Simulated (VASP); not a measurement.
Here is a VASP 6.6.1 calculation.

Contents of INCAR:

```
SYSTEM = Al
  PREC = Accurate
  ENCUT = 520
  EDIFF = 1E-6
  ISMEAR = 0
  SIGMA = 0.15
  LREAL = .False.
  LASPH = .True.
  NELM = 80
  ALGO = Fast
  ISIF = 2
  LWAVE = .False.
  LCHARG = .False.
  GGA = PE
  IVDW = 12
  NBANDS = 10
```

File KPOINTS:

```
regular mesh
0
Gamma
  24 24 24
  0 0 0
```

POSCAR

```
Al
1.0
    0.0000000000     -1.9913628294     -1.9913628294
   -1.9913628294      0.0000000000     -1.9913628294
    1.9913628294      1.9913628294     -3.9827256588
Al
2
Direct
    0.5538149928      0.5538149928      0.5000000000
   -0.0538149928     -0.0538149928      0.0000000000
```

Potentials or basis: VASP PAW PBE potentials, release 64 (Al).

Run with:

```sh
$ cat potpaw_PBE.64/Al/POTCAR > POTCAR
$ mpirun -np 1 vasp_std > vasp.out
```

Task: Estimate the pressure.

Result: 2.6 GPa.

Task: Predict the largest force.

Result: 0.566 eV/Å.

Task: Estimate the band gap on the k mesh.

Result: Zero (bands 3 and 4 overlap by 6.01 eV).

Forces in eV/Å, atoms in the order of the input:
```
Al   0.353  0.353  0.268
Al  -0.353 -0.353 -0.268
```

Caveat: the cell differs from its parent crystal (atoms displaced along a vibrational mode).
